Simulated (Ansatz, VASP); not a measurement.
One calculation of Mo2Os, two programs

File INCAR:

```
PREC = Accurate
ENCUT = 600
EDIFF = 1E-7
ISMEAR = 0
SIGMA = 0.1
LREAL = F
LASPH = T
NELM = 100
ALGO = Fast
ISIF = 3
LWAVE = F
LCHARG = F
GGA = PE
IBRION = 2
NSW = 90
EDIFFG = -0.04
```

KPOINTS

```
Automatic mesh
0
Gamma
  6 6 4
```

File POSCAR:

```
Mo2Os
1.0
    3.5002419582      0.0000000000      0.0000000000
   -1.7501209791      3.0312984552      0.0000000000
    0.0000000000      0.0000000000      3.7793310180
Mo Os
2 1
Direct
    0.3333333333      0.6666666667      0.5000000000
    0.6666666667      0.3333333333      0.5000000000
    0.0000000000      0.0000000000      0.0000000000
```

Input for Ansatz:

```yaml
crystal:
  lattice:
    - [3.5002419582, 0.0, 0.0]
    - [-1.7501209791, 3.0312984552, 0.0]
    - [0.0, 0.0, 3.779331018]
  atoms:
    - { symbol: Mo, position: [0.3333333333, 0.6666666667, 0.5] }
    - { symbol: Mo, position: [0.6666666667, 0.3333333333, 0.5] }
    - { symbol: Os, position: [0.0, 0.0, 0.0] }
basis:
  ecutwfc: 420
kpoints:
  mp_grid: { grid: [6, 6, 4] }
hamiltonian:
  xc: pbe
scf:
  occupations: { method: gaussian, width: 0.1 }
  lower_state_search: "off"
output:
  forces: true
  stress: true
  eigenvalues: true
relax:
  adjacent_minimum: "off"
  f_tol: 0.04
  max_steps: 70
  cell: { stress_tol: 0.4 }
```

Alike in both runs: task relaxation of cell and atoms; functional PBE; k mesh 6 × 6 × 4; occupations gaussian, width 0.1 eV; no spin polarisation.

|  | VASP | Ansatz |
| --- | --- | --- |
| version | VASP 6.6.1 | Ansatz 0.2.0 |
| potentials or method | VASP PAW PBE potentials, release 64 (Mo_sv, Os), cutoff 600 eV | scalar-relativistic, plane waves, PAW |
| valence electrons in the cell | 36 | 44 |

```tsv
	VASP	Ansatz	Ansatz less VASP
gap on the k mesh at the Fermi level, each at its own relaxed structure (eV)	none	none	-
relaxed volume (Å³/atom)	15.41	15.42	+0.014
relaxed length of the cell vector where the two differ most in proportion (Å)	4.389	4.392	+0.0024
```

A gap of «none» marks a metal or a gap that the smearing closes. VASP's potentials hold 36 valence electrons a cell and Ansatz's 44, so a difference there can come from the potentials and not from the codes.

The k mesh is coarse, so the values compare programs but aren't converged. Spin-orbit coupling is off throughout. Noted on VASP's run: the volume moved by over 15 % at a fixed basis, so the end points are rough.
